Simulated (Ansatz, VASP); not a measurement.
**Two plane-wave programs on ZnO**

File POSCAR:

```
ZnO
1.0
    0.0000000000      2.1337703828      2.1337703828
    2.1337703828      0.0000000000      2.1337703828
    2.1337703828      2.1337703828      0.0000000000
Zn O
1 1
Direct
    0.0000000000      0.0000000000      0.0000000000
    0.5000000000      0.5000000000      0.5000000000
```

File INCAR.step1:

```
PREC     = Accurate       # precision mode
ENCUT    = 520            # plane-wave cutoff, eV
EDIFF    = 1E-5           # SCF threshold, eV
ISMEAR   = 0              # smearing method
SIGMA    = 0.01           # smearing width, eV
LREAL    = False          # projectors in reciprocal space
LASPH    = True           # aspherical terms in the spheres
NELM     = 80             # most SCF steps
ALGO     = Normal         # electronic algorithm
ISIF     = 2              # what is computed and relaxed
LWAVE    = True           # write WAVECAR
LCHARG   = False          # write CHGCAR
GGA      = PE             # functional
NBANDS   = 16             # bands
```

Contents of INCAR.step2:

```
PREC     = Accurate       # precision mode
ENCUT    = 520            # plane-wave cutoff, eV
EDIFF    = 1E-6           # SCF threshold, eV
ISMEAR   = 0              # smearing method
SIGMA    = 0.01           # smearing width, eV
LREAL    = False          # projectors in reciprocal space
LASPH    = True           # aspherical terms in the spheres
NELM     = 80             # most SCF steps
ALGO     = Normal         # electronic algorithm
ISIF     = 2              # what is computed and relaxed
LWAVE    = False          # write WAVECAR
LCHARG   = False          # write CHGCAR
GGA      = PE             # functional
LHFCALC  = True           # exact exchange
HFSCREEN = 0.2079         # screening, 1/A
PRECFOCK = Normal       
ISTART   = 1            
NBANDS   = 16             # bands
```

KPOINTS

```
regular mesh
0
Gamma
  4 4 4
```

Input for Ansatz:

```yaml
crystal:
  lattice:
    - [0.0, 2.1337703828, 2.1337703828]
    - [2.1337703828, 0.0, 2.1337703828]
    - [2.1337703828, 2.1337703828, 0.0]
  atoms:
    - { symbol: Zn, position: [0.0, 0.0, 0.0] }
    - { symbol: O, position: [0.5, 0.5, 0.5] }
kpoints:
  mp_grid: { grid: [4, 4, 4] }
hamiltonian:
  xc: hse06
scf:
  occupations: { method: fixed }
  n_extra_bands: 4
output:
  forces: true
  stress: true
  eigenvalues: true
```

Alike in both runs: task single point; functional HSE06; k mesh 4 × 4 × 4; no spin polarisation.

|  | VASP | Ansatz |
| --- | --- | --- |
| version | VASP 6.6.1 | Ansatz 0.2.0 |
| potentials or method | VASP PAW PBE potentials, release 64 (Zn, O) | plane waves, PAW |
| plane-wave cutoff (eV) | 520 | 420 |
| occupations | gaussian, width 0.01 eV | fixed |
| valence electrons in the cell | 18 | 18 |

VASP gave:

| Property | Result |
| --- | --- |
| gap on the k mesh at the Fermi level (eV) | 2.70 |
| pressure (GPa) | 2.4 |

Task: Estimate Ansatz's values.

Result: gap on the k mesh at the Fermi level (eV): 2.76; pressure (GPa): 0.9.

Ansatz's warnings: stress exchange threshold loose, stress scf threshold loose.

The k mesh is coarse, so the values compare programs but aren't converged.
